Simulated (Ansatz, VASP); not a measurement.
TiTe2: VASP beside Ansatz

Contents of INCAR:

```
PREC     = Accurate       # precision mode
ENCUT    = 500            # plane-wave cutoff, eV
EDIFF    = 1E-6           # SCF threshold, eV
ISMEAR   = 0              # smearing method
SIGMA    = 0.1            # smearing width, eV
LREAL    = F              # projectors in reciprocal space
LASPH    = T              # aspherical terms in the spheres
NELM     = 120            # most SCF steps
ALGO     = Normal         # electronic algorithm
ISIF     = 2              # what is computed and relaxed
LWAVE    = F              # write WAVECAR
LCHARG   = F              # write CHGCAR
GGA      = PE             # functional
NBANDS   = 19             # bands
GGA_COMPAT= F
```

File KPOINTS:

```
regular mesh
0
Gamma
  15 15 8
```

Contents of POSCAR:

```
TiTe2
1.0
    3.9362392450      0.0000000000      0.0000000000
   -1.9681196225      3.4088831816      0.0000000000
    0.0000000000      0.0000000000      6.8694256800
Ti Te
1 2
Direct
    0.0000000000      0.0000000000      0.0000000000
    0.6666666667      0.3333333333      0.2741088169
    0.3333333333      0.6666666667      0.7258911831
```

Input for Ansatz:

```yaml
crystal:
  lattice:
    - [3.936239245, 0.0, 0.0]
    - [-1.9681196225, 3.4088831816, 0.0]
    - [0.0, 0.0, 6.86942568]
  atoms:
    - { symbol: Ti, position: [0.0, 0.0, 0.0] }
    - { symbol: Te, position: [0.6666666667, 0.3333333333, 0.2741088169] }
    - { symbol: Te, position: [0.3333333333, 0.6666666667, 0.7258911831] }
basis:
  ecutwfc: 420
kpoints:
  mp_grid: { grid: [15, 15, 8] }
hamiltonian:
  xc: pbe
scf:
  occupations: { method: gaussian, width: 0.1 }
output:
  forces: true
  stress: true
  eigenvalues: true
```

Alike in both runs: task single point; functional PBE; k mesh 15 × 15 × 8; occupations gaussian, width 0.1 eV; no spin polarisation.

```csv
,VASP,Ansatz
version,VASP 6.6.1,Ansatz 0.2.0
potentials or method,"VASP PAW PBE potentials, release 64 (Ti_sv, Te), cutoff 500 eV","scalar-relativistic, plane waves, PAW"
valence electrons in the cell,24,44
```

Ansatz gave:

- gap on the k mesh at the Fermi level (eV): none
- pressure (GPa): -7.4
- traceless stress, the component that is largest in VASP (GPa): -1.61
- rms of the force components (eV/Å): 0.692

Task: What did VASP give for the same quantities?

Result: gap on the k mesh at the Fermi level (eV): none; pressure (GPa): -7.4; traceless stress, the component that is largest in VASP (GPa): -1.60; rms of the force components (eV/Å): 0.687.

Atom by atom the forces differ by 0.005 eV/Å (rms over components). A gap of «none» marks a metal or a gap that the smearing closes. With one functional, cell and mesh, what is left measures potentials, basis and numerics. VASP's potentials hold 24 valence electrons a cell and Ansatz's 44, so a difference there can come from the potentials and not from the codes.

Neither program's run includes spin-orbit coupling.
